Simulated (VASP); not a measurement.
GaSn4:

```
Ga Sn
1.0
    -3.20675    3.20675    3.20675
     3.20675   -3.20675    3.20675
     3.20675    3.20675   -3.20675
Ga Sn
1 4
Direct
  0.00000 0.00000 0.00000
  0.00000 0.00000 0.50000
  0.50000 0.00000 0.00000
  0.00000 0.50000 0.00000
  0.50000 0.50000 0.50000
```

The cell was built from a structure type or drawn by symmetry, and may not be a known phase.

| Quantity | Value |
| --- | --- |
| Program | VASP 6.6.1 |
| Task | relaxation of cell and atoms |
| Functional | PBE |
| Potentials or basis | VASP PAW PBE potentials, release 64 (Ga_d, Sn_d) |
| Cutoff | 600 eV |
| k mesh | 4 × 4 × 4 |
| Occupations | gaussian, width 0.1 eV |
| Spin | no spin polarisation |

At the start: pressure 5.3 GPa; volume 26.38 Å³/atom.

How do energy, volume and symmetry change on relaxing?

Over 3 steps the energy falls by 42.4 meV/atom and the volume is 29.23 Å³/atom (+10.8 %); space group Im-3m (No. 229, to 0.1 Å) before and after.

Step by step:
```tsv
step	energy change (eV)	largest force (eV/Å)	pressure (GPa)	volume (Å³)
1	0.0000	0.0000	5.30	131.90
2	-0.2047	0.0000	-0.76	149.28
3	-0.2120	0.0000	0.03	146.14
```

Final structure:
```xyz
5
Lattice="-3.3182 3.3182 3.3182 3.3182 -3.3182 3.3182 3.3182 3.3182 -3.3182" Properties=species:S:1:pos:R:3 pbc="T T T"
Ga    0.0000    0.0000    0.0000
Sn    1.6591    1.6591   -1.6591
Sn   -1.6591    1.6591    1.6591
Sn    1.6591   -1.6591    1.6591
Sn    1.6591    1.6591    1.6591
```
